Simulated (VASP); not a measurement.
A run of VASP 6.6.1:

File INCAR:

```
  ALGO = Fast
  EDIFF = 1E-7
  EDIFFG = -0.01
  ENCUT = 600
  GGA = PE
  IBRION = 2
  ISIF = 4
  ISMEAR = 0
  LASPH = T
  LCHARG = F
  LREAL = F
  LWAVE = F
  NELM = 80
  NSW = 50
  PREC = Accurate
  SIGMA = 0.1
```

KPOINTS

```
k-points
0
Gamma
  21 21 10
```

The input POSCAR:

```
Mn
1.0
    2.5613581070      0.0000000000      0.0000000000
   -1.2806790535      2.2182011888      0.0000000000
    0.0000000000      0.0000000000      4.1451945996
Mn
2
Direct
    0.6666666667      0.3333333333      0.7500000000
    0.3333333333      0.6666666667      0.2500000000
```

Potentials or basis: VASP PAW PBE potentials, release 64 (Mn_pv).

Run with:

```console
$ cat potpaw_PBE.64/Mn_pv/POTCAR > POTCAR
$ mpirun -np 1 vasp_std > vasp.out
```

Hardware: 1 thread of Intel(R) Xeon(R) Platinum 8488C (Sapphire Rapids), on a shared host.

**Question.** Estimate the wall time of this run.

**Answer.** Wall time 120 s on 1 thread of Intel(R) Xeon(R) Platinum 8488C (Sapphire Rapids), on a shared host, peak memory 0.23 GiB. Counts: scf iterations 24, k points 288, ion steps 2.
